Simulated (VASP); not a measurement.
# AlNi (Pm-3m) in VASP: notebook, part 2 of 2

VASP 6.6.1. Earlier steps stand in the parts before.

## 3. Relaxation of cell and atoms, PBEsol+D3(BJ), collinear spin, ferromagnetic start

INCAR

```
SYSTEM = AlNi
ALGO = Normal ; EDIFF = 1E-6
EDIFFG = -0.005 ; ENCUT = 600
GGA = PS ; IBRION = 2
ISIF = 3 ; ISMEAR = -1
ISPIN = 2 ; IVDW = 12
LASPH = .TRUE. ; LCHARG = .FALSE.
LMAXMIX = 4 ; LORBIT = 11
LREAL = .FALSE. ; LWAVE = .FALSE.
MAGMOM = 1 0 ; NELM = 150
NSW = 80 ; PREC = Accurate
SIGMA = 0.05
```

KPOINTS

```
k-points
0
G
  9 9 9
  0 0 0
```

POSCAR

```
AlNi
1.0
    2.8810000000      0.0000000000      0.0000000000
    0.0000000000      2.8810000000      0.0000000000
    0.0000000000      0.0000000000      2.8810000000
Ni Al
1 1
Direct
    0.5000000000      0.5000000000      0.5000000000
    0.0000000000      0.0000000000      0.0000000000
```

Potentials or basis: VASP PAW PBE potentials, release 64 (Ni, Al).

On the command line:

```
cat potpaw_PBE.64/Ni/POTCAR potpaw_PBE.64/Al/POTCAR > POTCAR
mpirun -np 1 vasp_std > vasp.out
```

OUTCAR:

```text
SYSTEM = AlNi
   EDIFF = 1E-6
   EDIFFG = -0.005
   ENCUT = 600
   GGA = PS
   IBRION = 2
   ISIF = 3
   ISMEAR = -1
   ISPIN = 2
   IVDW = 12
   LASPH = .TRUE.
   LORBIT = 11
   LREAL = .FALSE.
   NELM = 150
   NSW = 80
   PREC = Accurate
 IVDW          = 12

 ion  position               nearest neighbor table
   1  0.500  0.500  0.500-   2 2.50   2 2.50   2 2.50   2 2.50   2 2.50   2 2.50   2 2.50   2 2.50

   2  0.000  0.000  0.000-   1 2.50   1 2.50   1 2.50   1 2.50   1 2.50   1 2.50   1 2.50   1 2.50

  LATTYP: Found a simple cubic cell.
 ALAT       =     2.8810000000

  Lattice vectors:

 A1 = (   2.8810000000,   0.0000000000,   0.0000000000)
 A2 = (   0.0000000000,   2.8810000000,   0.0000000000)
 A3 = (   0.0000000000,   0.0000000000,   2.8810000000)

Analysis of symmetry for initial positions (statically):
=====================================================================
 Subroutine PRICEL returns:
 Original cell was already a primitive cell.

 Routine SETGRP: Setting up the symmetry group for a
 simple cubic supercell.

 Subroutine GETGRP returns: Found 48 space group operations
 (whereof 48 operations were pure point group operations)
 out of a pool of 48 trial point group operations.

The static configuration has the point symmetry O_h .

Analysis of symmetry for dynamics (positions and initial velocities):
=====================================================================
 Subroutine PRICEL returns:
 Original cell was already a primitive cell.

 Routine SETGRP: Setting up the symmetry group for a
 simple cubic supercell.

 Subroutine GETGRP returns: Found 48 space group operations
 (whereof 48 operations were pure point group operations)
 out of a pool of 48 trial point group operations.

The dynamic configuration has the point symmetry O_h .

Analysis of structural, dynamic, and magnetic symmetry:
=====================================================================
 Subroutine PRICEL returns:
 Original cell was already a primitive cell.

 Routine SETGRP: Setting up the symmetry group for a
 simple cubic supercell.

 Subroutine GETGRP returns: Found 48 space group operations
 (whereof 48 operations were pure point group operations)
 out of a pool of 48 trial point group operations.

The overall configuration has the point symmetry O_h .

 Subroutine INISYM returns: Found 48 space group operations
 (whereof 48 operations are pure point group operations),
 and found     1 'primitive' translations

----------------------------------------------------------------------------------------

                                     Primitive cell

  volume of cell :      23.9128

  direct lattice vectors                    reciprocal lattice vectors
     2.881000000  0.000000000  0.000000000     0.347101701  0.000000000  0.000000000
     0.000000000  2.881000000  0.000000000     0.000000000  0.347101701  0.000000000
     0.000000000  0.000000000  2.881000000     0.000000000  0.000000000  0.347101701

  length of vectors
     2.881000000  2.881000000  2.881000000     0.347101701  0.347101701  0.347101701

  position of ions in fractional coordinates (direct lattice)
     0.500000000  0.500000000  0.500000000
     0.000000000  0.000000000  0.000000000

  ion indices of the primitive-cell ions
   primitive index   ion index
                 1           1
                 2           2

----------------------------------------------------------------------------------------
[... 51 lines left out ...]
 [... further k-points ...]
   k-points           NKPTS =     35   k-points in BZ     NKDIM =     35   number of bands    NBANDS=     11
   number of dos      NEDOS =    301   number of ions     NIONS =      2
   total plane-waves  NPLWV =  13824
   dimension x,y,z NGX =    24 NGY =   24 NGZ =   24
   dimension x,y,z NGXF=    48 NGYF=   48 NGZF=   48
   ions per type =               1   1
   NGX,Y,Z   is equivalent  to a cutoff of  13.85, 13.85, 13.85 a.u.
   NGXF,Y,Z  is equivalent  to a cutoff of  27.70, 27.70, 27.70 a.u.
 SYSTEM =  AlNi
   PREC   = accura    normal or accurate (medium, high low for compatibility)
   ISTART =      0    job   : 0-new  1-cont  2-samecut
   ICHARG =      2    charge: 1-file 2-atom 10-const
   ISPIN  =      2    spin polarized calculation?
   LNONCOLLINEAR =      F non collinear calculations
   LSORBIT =      F    spin-orbit coupling
   LASPH  =      T    aspherical Exc in radial PAW
   ENCUT  =  600.0 eV  44.10 Ry    6.64 a.u.   5.75  5.75  5.75*2*pi/ulx,y,z
   NELM   =    150;   NELMIN=  2; NELMDL= -5     # of ELM steps
   EDIFF  = 0.1E-05   stopping-criterion for ELM
   LREAL  =      F    real-space projection
   EDIFFG = -.5E-02   stopping-criterion for IOM
   NSW    =     80    number of steps for IOM
   IBRION =      2    ionic relax: 0-MD 1-quasi-New 2-CG
   NFREE  =      1    steps in history (QN), initial steepest desc. (CG)
   ISIF   =      3    stress and relaxation
   ISYM   =      2    0-nonsym 1-usesym 2-fastsym
   POTIM  = 0.5000    time-step for ionic-motion
   TEBEG  =    0.0;   TEEND  =   0.0 temperature during run
   PSTRESS=    0.0 pullay stress
   NELECT =      13.0000    total number of electrons
   NUPDOWN=      -1.0000    fix difference up-down
   EMIN   =  10.00;   EMAX   =-10.00  energy-range for DOS
   EFERMI =   0.00;   METHOD = LEGACY
   ISMEAR =    -1;   SIGMA  =   0.05  broadening in eV -4-tet -1-fermi 0-gaus
   EFERMI_NEDOS =   21; number of points for ismear=-14 and -15
   IALGO  =     38    algorithm
   IMIX   =      4    mixing-type and parameters
     AMIX     =   0.40;   BMIX     =  1.00
     AMIX_MAG =   1.60;   BMIX_MAG =  1.00
  volume/ion in A,a.u.               =      11.96        80.69
  Fermi-wavevector in a.u.,A,eV,Ry     =   1.336122  2.524904 24.289410  1.785221
  Thomas-Fermi vector in A             =   2.464773
   LORBIT       =     11    0 simple, 1 ext, 2 COOP (PROOUT), +10 PAW based schemes
   GGA     = PS    functional components
   LHFCALC =     F    Hartree Fock is set to
   AEXX    =    0.0000 exact exchange contribution
   IVDW    =    12    specifies the selected vdW correction
   LEPSILON=     F    determine dielectric tensor
   LRPA    =     F    only Hartree local field effects (RPA)
 conjugate gradient relaxation of ions
 spin polarized calculation
  energy-cutoff  :      600.00
  volume of cell :       23.91
 maximum number of plane-waves:       812
 NGX is ok and might be reduce to    24
   NGX = 11   NGY = 11   NGZ = 11

--------------------------------------- Ionic step        1  -------------------------------------------

 number of electron      13.0000015 magnetization       0.0016800

 number of electron      13.0000015 magnetization      -0.0001101

 Free energy of the ion-electron system (eV)
  ---------------------------------------------------
  ext. energy  EPLUGINS =         0.00000000
  ---------------------------------------------------
  free energy    TOTEN  =       -11.58118238 eV

  energy without entropy =      -11.57460869  energy(sigma->0) =      -11.57789553

 E-fermi :   9.8977     XC(G=0): -12.1667

 val. band max:        9.8374019527   @ k =   0.3333   0.3333   0.0000
 cond. band min:       9.9449405182   @ k =   0.3333   0.1111   0.1111
 fundamental gap:      0.1075385655
 Fermi energy:         9.8977019340

 spin component 1

 k-point     1 :       0.0000    0.0000    0.0000
  band No.  band energies     occupation
      1      -1.2339      1.00000
      2       6.6486      1.00000
      3       6.6486      1.00000
      4       8.3418      1.00000
      5       8.3418      1.00000
      6       8.3418      1.00000
      7      15.3934      0.00000
      8      15.3934      0.00000
      9      15.3934      0.00000
     10      18.0394      0.00000
     11      18.0394      0.00000
[... 871 lines left out ...]
 number of electron      12.9999994 magnetization       0.0000004

 number of electron      12.9999994 magnetization      -0.0000002

 Free energy of the ion-electron system (eV)
  ---------------------------------------------------
  ext. energy  EPLUGINS =         0.00000000
  ---------------------------------------------------
  free energy    TOTEN  =       -11.57212460 eV

  energy without entropy =      -11.56605897  energy(sigma->0) =      -11.56909179

 E-fermi :  10.6223     XC(G=0): -12.4233

 val. band max:       10.5577050941   @ k =   0.3333   0.1111   0.0000
 cond. band min:      10.6788930436   @ k =   0.3333   0.1111   0.1111
 fundamental gap:      0.1211879496
 Fermi energy:        10.6222678168

 spin component 1

 k-point     1 :       0.0000    0.0000    0.0000
  band No.  band energies     occupation
      1      -0.9166      1.00000
      2       7.0953      1.00000
      3       7.0953      1.00000
      4       8.9382      1.00000
      5       8.9382      1.00000
      6       8.9382      1.00000
      7      16.3261      0.00000
      8      16.3261      0.00000
      9      16.3261      0.00000
     10      18.9173      0.00000
     11      18.9173      0.00000
[... 695 lines left out ...]
  FREE ENERGIE OF THE ION-ELECTRON SYSTEM (eV)
  ---------------------------------------------------
  free  energy   TOTEN  =       -12.4318747635 eV

  energy  without entropy=      -12.4258091325  energy(sigma->0) =      -12.42884195

 reached required accuracy - stopping structural energy minimisation

 total charge

# of ion       s       p       d       tot
------------------------------------------
    1        0.502   0.569   8.501   9.573
    2        0.388   0.436   0.000   0.824
--------------------------------------------------
tot          0.890   1.005   8.501  10.397

 magnetization (x)

# of ion       s       p       d       tot
------------------------------------------
    1        0.000   0.000   0.000   0.000
    2       -0.000  -0.000   0.000  -0.000
--------------------------------------------------
tot          0.000   0.000   0.000   0.000
```

OSZICAR:

```text
N       E                     dE             d eps       ncg     rms          rms(c)
DAV:   1     0.436395668061E+02    0.43640E+02   -0.64509E+03  1556   0.145E+03
DAV:   2    -0.114967106481E+02   -0.55136E+02   -0.51533E+02  1558   0.215E+02
[... 48 lines left out ...]
       N       E                     dE             d eps       ncg     rms          rms(c)
DAV:   1    -0.115722121078E+02    0.41369E-03   -0.10654E-03  1696   0.598E-01    0.850E-02
DAV:   2    -0.115722837603E+02   -0.71653E-04   -0.26730E-03  1772   0.875E-01    0.992E-02
DAV:   3    -0.115721266490E+02    0.15711E-03   -0.10086E-03  1772   0.547E-01    0.126E-02
DAV:   4    -0.115721246561E+02    0.19929E-05   -0.65933E-06  1618   0.267E-02    0.210E-03
DAV:   5    -0.115721246039E+02    0.52256E-07   -0.29434E-07   770   0.817E-03
   6 F= -.12431875E+02 E0= -.12428842E+02  d E =-.811104E-05  mag=     0.0000
```

Run time: 54 s. Hardware: 1 thread of Intel Xeon 8259CL, shared host; peak memory 0.17 GiB.

What came out:

| Quantity | Value |
| --- | --- |
| Free energy | -12.4319 eV |
| Relaxed volume | 11.35 Å³/atom |
| Relaxed cell | a = 2.831 Å, b = 2.831 Å, c = 2.831 Å, α = 90.00°, β = 90.00°, γ = 90.00° |
| Space group after relaxing (to 0.1 Å) | Pm-3m (No. 221) |
| Energy gained by relaxing | 17.4 meV/atom |
| Ionic steps | 6 |
| Pressure after relaxing | 0.0 GPa |
| Net moment | 0.00 μB per cell |
| Valence electrons inside the program's atomic spheres | Ni 9.57; Al 0.82 |
| Dispersion energy per atom | -0.430 eV |

Step by step:
```csv
step,energy change (eV),largest force (eV/Å),pressure (GPa),volume (Å³)
1,0.0000,0.0000,-8.66,23.91
2,-0.0100,0.0000,8.64,21.74
3,-0.0349,0.0000,-0.08,22.70
4,-0.0348,0.0000,0.15,22.67
5,-0.0348,0.0000,-0.11,22.71
6,-0.0349,0.0000,0.00,22.69
```

Final structure:
```xyz
2
Lattice="2.8311 0.0000 0.0000 0.0000 2.8311 0.0000 0.0000 0.0000 2.8311" Properties=species:S:1:pos:R:3 pbc="T T T"
Ni    1.4156    1.4156    1.4156
Al    0.0000    0.0000    0.0000
```

Caveat: the PAW data sets were made with another functional, which shifts forces and pressure a little.
